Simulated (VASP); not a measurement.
# FePt (P4/mmm) in VASP: settings compared, part 2 of 2

VASP 6.6.1. The steps go on from the part before.

## 3. Single point, RPBE, collinear spin, ferromagnetic start

This run uses another cell than the first one, of 13.80 Å³/atom.

The input, INCAR:

```
SYSTEM = FePt
PREC = Accurate
ENCUT = 520
EDIFF = 1E-6
ISMEAR = -1
SIGMA = 0.05
LREAL = .FALSE.
LASPH = .TRUE.
NELM = 150
ALGO = Fast
ISIF = 2
LWAVE = .FALSE.
LCHARG = .TRUE.
ISPIN = 2
MAGMOM = 0 3
LORBIT = 11
LMAXMIX = 4
GGA = RP
LELF = .TRUE.
LVHAR = .TRUE.
NBANDS = 20
```

The input, KPOINTS:

```
Automatic mesh
0
G
  10 10 7
  0 0 0
```

The input, POSCAR:

```
FePt
1.0
    2.7235000000      0.0000000000      0.0000000000
    0.0000000000      2.7235000000      0.0000000000
    0.0000000000      0.0000000000      3.7200000000
Pt Fe
1 1
Direct
    0.5000000000      0.5000000000      0.5000000000
    0.0000000000      0.0000000000      0.0000000000
```

Potentials or basis: VASP PAW PBE potentials, release 64 (Pt, Fe).

Started as:

```
$ cat potpaw_PBE.64/Pt/POTCAR potpaw_PBE.64/Fe/POTCAR > POTCAR
$ mpirun -np 1 vasp_std > vasp.out
```

OUTCAR:

```text
SYSTEM = FePt
   PREC = Accurate
   ENCUT = 520
   EDIFF = 1E-6
   ISMEAR = -1
   LREAL = .FALSE.
   LASPH = .TRUE.
   NELM = 150
   ISIF = 2
   ISPIN = 2
   LORBIT = 11
   GGA = RP

 ion  position               nearest neighbor table
   1  0.500  0.500  0.500-   2 2.68   2 2.68   2 2.68   2 2.68   2 2.68   2 2.68   2 2.68   2 2.68

   2  0.000  0.000  0.000-   1 2.68   1 2.68   1 2.68   1 2.68   1 2.68   1 2.68   1 2.68   1 2.68

  LATTYP: Found a simple tetragonal cell.
 ALAT       =     2.7235000000
 C/A-ratio  =     1.3658894804

  Lattice vectors:

 A1 = (   2.7235000000,   0.0000000000,   0.0000000000)
 A2 = (   0.0000000000,   2.7235000000,   0.0000000000)
 A3 = (   0.0000000000,   0.0000000000,   3.7200000000)

Analysis of symmetry for initial positions (statically):
=====================================================================
 Subroutine PRICEL returns:
 Original cell was already a primitive cell.

 Routine SETGRP: Setting up the symmetry group for a
 simple tetragonal supercell.

 Subroutine GETGRP returns: Found 16 space group operations
 (whereof 16 operations were pure point group operations)
 out of a pool of 16 trial point group operations.

The static configuration has the point symmetry D_4h.

Analysis of symmetry for dynamics (positions and initial velocities):
=====================================================================
 Subroutine PRICEL returns:
 Original cell was already a primitive cell.

 Routine SETGRP: Setting up the symmetry group for a
 simple tetragonal supercell.

 Subroutine GETGRP returns: Found 16 space group operations
 (whereof 16 operations were pure point group operations)
 out of a pool of 16 trial point group operations.

The dynamic configuration has the point symmetry D_4h.

Analysis of structural, dynamic, and magnetic symmetry:
=====================================================================
 Subroutine PRICEL returns:
 Original cell was already a primitive cell.

 Routine SETGRP: Setting up the symmetry group for a
 simple tetragonal supercell.

[... 147 lines left out ...]
  ---------------------------------------------------
  free energy    TOTEN  =       -13.72130938 eV

  energy without entropy =      -13.71020770  energy(sigma->0) =      -13.71575854

 E-fermi :   8.8441     XC(G=0): -12.9835

 val. band max:        8.8247077620   @ k =   0.4000   0.1000   0.4286
 cond. band min:       8.8450940867   @ k =   0.3000   0.3000   0.2857
 fundamental gap:      0.0203863247
 Fermi energy:         8.8441401444

 spin component 1

 k-point     1 :       0.0000    0.0000    0.0000
  band No.  band energies     occupation
      1      -0.7497      1.00000
      2       2.4481      1.00000
      3       2.6418      1.00000
      4       5.3370      1.00000
      5       5.3370      1.00000
      6       5.8509      1.00000
[... 541 lines left out ...]
     19      31.8231      0.00000
     20      32.0615      0.00000

 [... further k-points ...]

 spin component 2

 k-point     1 :       0.0000    0.0000    0.0000
  band No.  band energies     occupation
      1      -0.6370      1.00000
      2       3.0389      1.00000
      3       3.0526      1.00000
      4       6.4572      1.00000
      5       6.4573      1.00000
      6       8.0347      1.00000
[... 541 lines left out ...]
     19      32.0054      0.00000
     20      32.3251      0.00000

 [... further k-points ...]

------------------------ aborting loop because EDIFF is reached ----------------------------------------

  FORCE on cell =-STRESS in cart. coord.  units (eV):
  Direction    XX          YY          ZZ          XY          YZ          ZX
  --------------------------------------------------------------------------------------
  -------------------------------------------------------------------------------------
  Total        1.3243721      1.3243721      1.3974443      0.0000000     -0.0000000     -0.0000000
  in kB       76.8993914     76.8993914     81.1423121      0.0000000     -0.0000000     -0.0000000
  external PRESSURE =      78.3136983 kB  Pullay stress =       0.0000000 kB

 VOLUME and BASIS-vectors are now :
 -----------------------------------------------------------------------------
  energy-cutoff  :      520.00
  volume of cell :       27.59
      direct lattice vectors                 reciprocal lattice vectors
     2.723500000  0.000000000  0.000000000     0.367174592  0.000000000  0.000000000
     0.000000000  2.723500000  0.000000000     0.000000000  0.367174592  0.000000000
     0.000000000  0.000000000  3.720000000     0.000000000  0.000000000  0.268817204

 POSITION                                       TOTAL-FORCE (eV/Angst)
 -----------------------------------------------------------------------------------
      1.36175      1.36175      1.86000         0.000000      0.000000      0.000000
      0.00000      0.00000      0.00000         0.000000      0.000000      0.000000
 -----------------------------------------------------------------------------------
    total drift:                               -0.000000      0.000000      0.000000

  FREE ENERGIE OF THE ION-ELECTRON SYSTEM (eV)
  ---------------------------------------------------
  free  energy   TOTEN  =       -13.7213093773 eV

  energy  without entropy=      -13.7102077023  energy(sigma->0) =      -13.71575854

 total charge

# of ion       s       p       d       tot
------------------------------------------
    1        0.718   0.669   8.062   9.449
    2        0.408   0.452   6.112   6.973
--------------------------------------------------
tot          1.126   1.121  14.174  16.421

 magnetization (x)

# of ion       s       p       d       tot
------------------------------------------
    1       -0.026  -0.070   0.431   0.334
    2        0.004  -0.010   2.954   2.949
--------------------------------------------------
tot         -0.022  -0.079   3.384   3.283
```

stdout:

```text
POSCAR found type information on POSCAR PtFe
 POSCAR found :  2 types and       2 ions
 scaLAPACK will be used
 -----------------------------------------------------------------------------
|                                                                             |
|                                                                             |
|     You enforced a specific xc type in the INCAR file but a different       |
|     I HOPE YOU KNOW WHAT YOU ARE DOING!                                     |
|                                                                             |
 -----------------------------------------------------------------------------

 LDA part: xc-table for (Slater+PW92), standard interpolation
 POSCAR, INCAR and KPOINTS ok, starting setup
 FFT: planning ... GRIDC
 FFT: planning ... GRID_SOFT
 FFT: planning ... GRID
 WAVECAR not read
 entering main loop
```

It took 46 s on 1 thread of Intel Xeon Platinum 8559C (Emerald Rapids), shared host; peak memory 0.2 GiB.

Results:

| Property | Result |
| --- | --- |
| Free energy | -13.7213 eV |
| Pressure | 7.8 GPa |
| Net moment | 3.30 μB per cell |
| Site moments | Pt +0.33; Fe +2.95 μB |
| Valence electrons inside the program's atomic spheres | Pt 9.45; Fe 6.97 |

Caveat: the cell stands under pressure; the PAW data sets were made with another functional, which shifts forces and pressure a little; spin-orbit coupling is left out, which moves the levels of the heavy elements.
